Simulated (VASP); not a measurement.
A run of VASP 6.6.1:

The input INCAR:

```
PREC     = Accurate       # precision mode
ENCUT    = 600            # plane-wave cutoff, eV
EDIFF    = 1E-6           # SCF threshold, eV
ISMEAR   = -1             # smearing method
SIGMA    = 0.1            # smearing width, eV
LREAL    = F              # projectors in reciprocal space
LASPH    = T              # aspherical terms in the spheres
NELM     = 100            # most SCF steps
ALGO     = Normal         # electronic algorithm
ISIF     = 3              # what is computed and relaxed
LWAVE    = F              # write WAVECAR
LCHARG   = F              # write CHGCAR
GGA      = PS             # functional
IBRION   = 2              # ionic algorithm
NSW      = 100            # ionic steps
EDIFFG   = -0.002         # ionic threshold
```

KPOINTS

```
regular mesh
0
Gamma
  18 18 12
```

Contents of POSCAR:

```
VMo
1.0
    1.5372777900     -2.2240280561      0.0000000000
    1.5372777900      2.2240280561      0.0000000000
    0.0000000000      0.0000000000      4.2290126323
V Mo
1 1
Direct
    0.5000000000      0.5000000000      0.5000000000
    0.0000000000      0.0000000000      0.0000000000
```

Potentials or basis: VASP PAW PBE potentials, release 64 (V_sv, Mo_sv).

Command:

```sh
$ cat potpaw_PBE.64/V_sv/POTCAR potpaw_PBE.64/Mo_sv/POTCAR > POTCAR
$ mpirun -np 1 vasp_std > vasp.out
```

Hardware: 1 thread of Intel(R) Xeon(R) Platinum 8375C CPU @ 2.90GHz (Ice Lake) (shared host).

**Question.** Estimate the wall time of this run.

**Answer.** Wall time 57 min on 1 thread of Intel(R) Xeon(R) Platinum 8375C CPU @ 2.90GHz (Ice Lake), with other jobs on the host, peak memory 0.55 GiB. Counts: scf iterations 127, k points 637, ion steps 29.
